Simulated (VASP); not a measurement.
A run of VASP 6.6.1:

INCAR

```
SYSTEM = MgO
PREC = Accurate
ENCUT = 600
EDIFF = 1E-6
ISMEAR = -1
SIGMA = 0.02
LREAL = .False.
LASPH = .True.
NELM = 120
ALGO = Normal
ISIF = 2
LWAVE = .False.
LCHARG = .False.
GGA = PE
NBANDS = 11
GGA_COMPAT = .False.
```

KPOINTS

```
regular mesh
0
Gamma
  8 8 8
  0 0 0
```

Contents of POSCAR:

```
MgO
1.0
    0.0035141667      2.1085000000      2.1085000000
    2.1085000000      0.0035141667      2.1085000000
    2.1120141667      2.1120141667      0.0000000000
Mg O
1 1
Direct
    0.0000000000      0.0000000000      0.0000000000
    0.5000000000      0.5000000000      0.5000000000
```

Potentials or basis: VASP PAW PBE potentials, release 64 (Mg, O).

The run is started by

```console
$ cat potpaw_PBE.64/Mg/POTCAR potpaw_PBE.64/O/POTCAR > POTCAR
$ mpirun -np 1 vasp_std > vasp.out
```

Hardware: 1 thread of Intel(R) Xeon(R) Platinum 8488C (Sapphire Rapids) (shared host).

Estimate the wall time of this run.

It took 9.8 s on 1 thread of Intel(R) Xeon(R) Platinum 8488C (Sapphire Rapids), with other jobs on the host, peak memory 0.16 GiB. Counts: scf iterations 12, k points 95.
